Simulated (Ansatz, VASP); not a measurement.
HfSi in VASP and in Ansatz

```
Hf Si
1.0
     6.61716    0.00000    0.00000
     0.00000    3.64685    0.00000
     0.00000    0.00000    5.20174
Hf Si
4 4
Direct
  0.17559 0.25000 0.12649
  0.32441 0.75000 0.62649
  0.67559 0.25000 0.37351
  0.82441 0.75000 0.87351
  0.04306 0.25000 0.64020
  0.45694 0.75000 0.14020
  0.54306 0.25000 0.85980
  0.95694 0.75000 0.35980
```

Change from the starting cell: strain -0.030 along x and y, +0.000 along z, atoms carried along.

Alike in both runs: task single point; functional PBEsol; k mesh 6 × 10 × 8; occupations gaussian, width 0.15 eV; no spin polarisation.

|  | VASP | Ansatz |
| --- | --- | --- |
| version | VASP 6.6.1 | Ansatz 0.2.0 |
| potentials or method | VASP PAW PBE potentials, release 64 (Hf_pv, Si), cutoff 520 eV | scalar-relativistic, plane waves, PAW |
| valence electrons in the cell | 56 | 120 |

```tsv
	VASP	Ansatz	Ansatz less VASP
gap on the k mesh at the Fermi level (eV)	none	none	-
pressure (GPa)	11.3	11.0	-0.31
traceless stress, the component that is largest in VASP (GPa)	-6.21	-6.12	+0.095
rms of the force components (eV/Å)	0.130	0.125	-0.0050
```

VASP's potentials were made for PBE, not for PBEsol. Atom by atom the forces differ by 0.008 eV/Å (rms over components). A gap of «none» marks a metal or a gap that the smearing closes. VASP's potentials hold 56 valence electrons a cell and Ansatz's 120, so a difference there can come from the potentials and not from the codes.

Spin-orbit coupling is off throughout.
